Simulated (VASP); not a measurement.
Runs of VASP 6.6.1 on PtSe2. The structure is that of space group P-3m1 (No. 164), or close to it. The cells are those of the table. 

```csv
cell,k mesh,cutoff (eV),smearing,gap on the mesh (eV),largest force (eV/Å)
"a = 3.772, b = 3.772, c = 31.121 Å, angles 90.0, 90.0, 120.0°, 3 atoms",6 × 6 × 1,520,gaussian 0.1 eV,1.64,0.08
"a = 3.707, b = 3.707, c = 31.121 Å, angles 90.0, 90.0, 120.0°, 3 atoms",9 × 9 × 1,520,gaussian 0.02 eV,1.35,-
"a = 3.707, b = 3.707, c = 19.249 Å, angles 90.0, 90.0, 120.0°, 3 atoms",9 × 9 × 1,400,gaussian 0.05 eV,1.35,-
"a = 3.772, b = 3.772, c = 31.121 Å, angles 90.0, 90.0, 120.0°, 3 atoms",9 × 9 × 1,520,gaussian 0.02 eV,(a),0.10
```

Alike in all rows: task single point; level PBE+D3(BJ); potentials or basis VASP PAW PBE potentials, release 64 (Se, Pt); no spin polarisation.

Problem. Estimate the missing entries.

Solution. (a) 1.39.

Caveats: spin-orbit coupling is left out, which moves the levels of the heavy elements.

A k mesh can miss the band edges, and the runs leave out spin-orbit coupling on Pt, Se.
